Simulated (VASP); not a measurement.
A run of VASP 6.6.1 is set up as follows.

INCAR

```
SYSTEM = Ta
ALGO = Fast
EDIFF = 1E-6
ENCUT = 520
GGA = PS
ISIF = 2
ISMEAR = 0
LASPH = .True.
LCHARG = .False.
LREAL = .False.
LWAVE = .False.
NBANDS = 12
NELM = 80
PREC = Accurate
SIGMA = 0.15
```

KPOINTS

```
k-points
0
Gamma
  22 22 22
  0 0 0
```

File POSCAR:

```
Ta
1.0
   -1.5331309678      1.5331309678      1.6521019309
    1.5331309678     -1.5331309678      1.6521019309
    1.5331309678      1.5331309678     -1.6521019309
Ta
1
Direct
    0.0000000000      0.0000000000      0.0000000000
```

Potentials or basis: VASP PAW PBE potentials, release 64 (Ta_pv).

Run with:

```sh
$ cat potpaw_PBE.64/Ta_pv/POTCAR > POTCAR
$ mpirun -np 1 vasp_std > vasp.out
```

(1) Estimate the band gap on the k mesh.

(2) Estimate the pressure.

Results:

(1) zero (an odd number of electrons rules out a gap without spin polarisation).

(2) 35.1 GPa.

Caveat: the stress differs along the axes, from 26 to 39 GPa; the PAW data sets were made with another functional, which shifts forces and pressure a little; spin-orbit coupling is left out, which moves the levels of the heavy elements.
